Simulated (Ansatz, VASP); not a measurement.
## Two plane-wave programs on Ti5C

```xyz
6
Lattice="4.4555 0.0000 0.0000 -2.2277 3.8585 0.0000 0.0000 0.0000 5.8199" Properties=species:S:1:pos:R:3 pbc="T T T"
Ti    0.0000    2.5724    1.5230
Ti    2.2277    1.2862    1.5230
Ti    2.2277    0.0000    4.6132
Ti   -1.1139    1.9293    4.6132
Ti    1.1139    1.9293    4.6132
C     0.0000    0.0000    3.1902
```

Alike in both runs: task relaxation of cell and atoms; functional PBE; k mesh 6 × 6 × 4; occupations gaussian, width 0.1 eV; no spin polarisation.

```csv
,VASP,Ansatz
version,VASP 6.6.1,Ansatz 0.2.0
potentials or method,"VASP PAW PBE potentials, release 64 (Ti_sv, C), cutoff 600 eV","scalar-relativistic, plane waves, PAW"
valence electrons in the cell,64,64
```

|  | VASP | Ansatz | Ansatz less VASP |
| --- | --- | --- | --- |
| gap on the k mesh at the Fermi level, each at its own relaxed structure (eV) | none | none | - |
| relaxed volume (Å³/atom) | 17.93 | 17.95 | +0.019 |
| relaxed length of the cell vector where the two differ most in proportion (Å) | 5.149 | 5.159 | +0.0101 |

A gap of «none» marks a metal or a gap that the smearing closes.
